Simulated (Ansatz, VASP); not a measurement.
**One calculation of Cu3Pd, two programs**

```xyz
4
Lattice="3.7592 0.0000 0.0000 0.0000 3.7592 0.0000 0.0000 0.0000 3.7220" Properties=species:S:1:pos:R:3 pbc="T T T"
Cu    0.0000    1.8796    1.8610
Cu    1.8796    0.0000    1.8610
Cu    1.8796    1.8796    0.0000
Pd    0.0000    0.0000    0.0000
```

Change from the starting cell: equal xx and yy strain of +1 %.

Alike in both runs: task single point; functional PBEsol; k mesh 9 × 9 × 9; occupations fermi-dirac, width 0.05 eV; no spin polarisation.

|  | VASP | Ansatz |
| --- | --- | --- |
| version | VASP 6.6.1 | Ansatz 0.2.0 |
| potentials or method | VASP PAW PBE potentials, release 64 (Cu, Pd), cutoff 520 eV | all-electron LAPW, scalar-relativistic |

|  | VASP | Ansatz | Ansatz less VASP |
| --- | --- | --- | --- |
| pressure (GPa) | -10.5 | -10.9 | -0.37 |
| traceless stress, the component that is largest in VASP (GPa) | 0.25 | 0.26 | +0.011 |

VASP's potentials were made for PBE, not for PBEsol. Ansatz ran all-electron here, and VASP with PAW potentials.
